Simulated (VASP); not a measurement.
Runs of VASP 6.6.1 on NbN. The structure is that of space group Fm-3m (No. 225), or close to it. The cells are those of the table. 

```tsv
task	spin	cell	k mesh	cutoff (eV)	gap on the mesh (eV)	pressure (GPa)
single point	collinear, zero start	a = 3.103 Å, angles 60.0°, 2 atoms	8 × 8 × 8	600	none	-1.5
single point	off	a = 3.103 Å, angles 60.0°, 2 atoms	8 × 8 × 8	600	none	-1.4
relaxation of cell and atoms	off	relaxed from a = 3.103 Å, angles 60.0°, 2 atoms	16 × 16 × 16	600	-	0.0
single point	off	a = 3.101 Å, angles 60.0°, 2 atoms	16 × 16 × 16	520	none	(a)
```

Alike in all rows: level PBE+D3(BJ); potentials or basis VASP PAW PBE potentials, release 64 (Nb_sv, N); smearing gaussian 0.1 eV.

Q: Estimate the missing entries.

A: (a) -0.6.

Caveats: pairwise dispersion overbinds metals, which lowers pressure and volume (some runs); the bands computed are all filled at some k points, so no gap is given (some runs).

A k mesh can miss the band edges, and the runs leave out spin-orbit coupling on Nb.

A gap of «none» marks levels without a gap at the run's occupations.
